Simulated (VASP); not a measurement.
Wanted: the native input for a VASP 6.6.1 run.

```yaml
Task: relaxation of shape and atoms at fixed volume
Functional: PBE
Potentials_or_basis: VASP PAW PBE potentials, release 64 (Yb)
Cutoff: 600 eV
k_mesh: 11 × 11 × 3
Occupations: fermi-dirac, width 0.08 eV
Spin: no spin polarisation
Dipole_correction: no
Further_INCAR_settings: ALGO = Normal; EDIFF = 1e-06; IBRION = 2; EDIFFG = -0.005; NSW = 50; ISIF = 4
```

The structure of Yb lies in POSCAR:

```
Yb
1.0
    2.7183524850      0.0000000000      0.0000000000
   -1.3591762425      2.3541623084      0.0000000000
    0.0000000000      0.0000000000      8.9039386236
Yb
4
Direct
    0.0000000000      0.0000000000      0.0000000000
    0.0000000000      0.0000000000      0.5000000000
    0.3333333333      0.6666666667      0.2500000000
    0.6666666667      0.3333333333      0.7500000000
```

This isn't the form of Yb at room conditions, which is fcc.

The input as run:

INCAR

```
PREC = Accurate
ENCUT = 600
EDIFF = 1E-6
ISMEAR = -1
SIGMA = 0.08
LREAL = F
LASPH = T
NELM = 60
ALGO = Normal
ISIF = 4
LWAVE = F
LCHARG = F
GGA = PE
IBRION = 2
NSW = 50
EDIFFG = -0.005
```

KPOINTS

```
Automatic mesh
0
Gamma
  11 11 3
```

Potentials or basis: VASP PAW PBE potentials, release 64 (Yb).

Run with:

```console
$ cat potpaw_PBE.64/Yb/POTCAR > POTCAR
$ mpirun -np 1 vasp_std > vasp.out
```

Results of the run:

The energy gained by relaxing is 0.2 meV/atom, the ionic steps are 2 and the pressure after relaxing is 90.6 GPa. The band gap on the k mesh is zero (bands 48 and 49 overlap by 1.09 eV).

Caveat: spin-orbit coupling is left out, which moves the levels of the heavy elements.

Run time: 28 min on 1 thread of Intel Xeon 8259CL, on a shared host, peak memory 0.28 GiB.
